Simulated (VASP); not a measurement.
Al: relaxation of cell and atoms with r2SCAN

Al:

```
Al
1.0
     2.86000    0.00000    0.00000
    -1.43000    2.47683    0.00000
     0.00000    0.00000    4.67038
Al
2
Direct
  0.33333 0.66667 0.25000
  0.66667 0.33333 0.75000
```

```yaml
Program: VASP 6.6.1
Task: relaxation of cell and atoms
Functional: r2SCAN
Potentials_or_basis: VASP PAW PBE potentials, release 64 (Al)
Cutoff: 600 eV
k_mesh: 9 × 9 × 5
Occupations: methfessel-paxton, width 0.1 eV
Spin: no spin polarisation
Target_pressure: 5 GPa
Dipole_correction: no
Further_INCAR_settings: ALGO = Normal; EDIFF = 1e-06; IBRION = 2; EDIFFG = -0.02; NSW = 80; ISIF = 3
```

- Relaxed volume: 15.24 Å³/atom
- Relaxed cell: a = 2.744 Å, b = 2.744 Å, c = 4.673 Å, α = 90.00°, β = 90.00°, γ = 120.00°
- Space group after relaxing (to 0.05 Å): P6_3/mmc (No. 194)
- Energy change on relaxing (the enthalpy is what falls): -4.0 meV/atom
- Ionic steps: 9
- Pressure after relaxing: 5.1 GPa
- Band gap on the k mesh: zero (band 3 reaches 11.25 eV, above the bottom of band 4 at 6.20 eV)

Step by step:
| step | energy change (eV) | largest force (eV/Å) | pressure (GPa) | volume (Å³) |
| --- | --- | --- | --- | --- |
| 1 | 0.0000 | 0.0000 | -2.81 | 33.08 |
| 2 | 0.0498 | 0.0000 | 9.37 | 29.37 |
| 3 | 0.0085 | 0.0000 | 5.63 | 30.31 |
| 4 | 0.0058 | 0.0000 | 5.32 | 30.39 |
| 5 | -0.0025 | 0.0000 | 5.11 | 30.43 |
| 6 | -0.0012 | 0.0000 | 5.51 | 30.53 |
| 7 | -0.0077 | 0.0000 | 5.08 | 30.49 |
| 8 | -0.0075 | 0.0000 | 5.08 | 30.46 |
| 9 | -0.0080 | 0.0000 | 5.07 | 30.47 |

Final structure:
```yaml
crystal:
  lattice:
    - [2.74394, 0.00000, 0.00000]
    - [-1.37197, 2.37632, 0.00000]
    - [0.00000, 0.00000, 4.67331]
  atoms:
    - { symbol: Al, position: [0.33333, 0.66667, 0.25000] }
    - { symbol: Al, position: [0.66667, 0.33333, 0.75000] }
```

Levels at points of the mesh, in eV from the Fermi level:
| k point | band 1 | band 2 | band 3 | band 4 | band 5 | band 6 |
| --- | --- | --- | --- | --- | --- | --- |
| (0.00, 0.00, 0.00) | -12.42 | -5.58 | -5.19 | 12.52 | 12.69 | 12.69 |

It took 93 s on 1 thread of Intel(R) Xeon(R) Platinum 8488C (Sapphire Rapids) (shared host), peak memory 0.16 GiB.

Caveat: the cell is relaxed towards a set pressure, so the enthalpy falls and the energy may rise; the PAW data sets were made with another functional, which shifts forces and pressure a little.
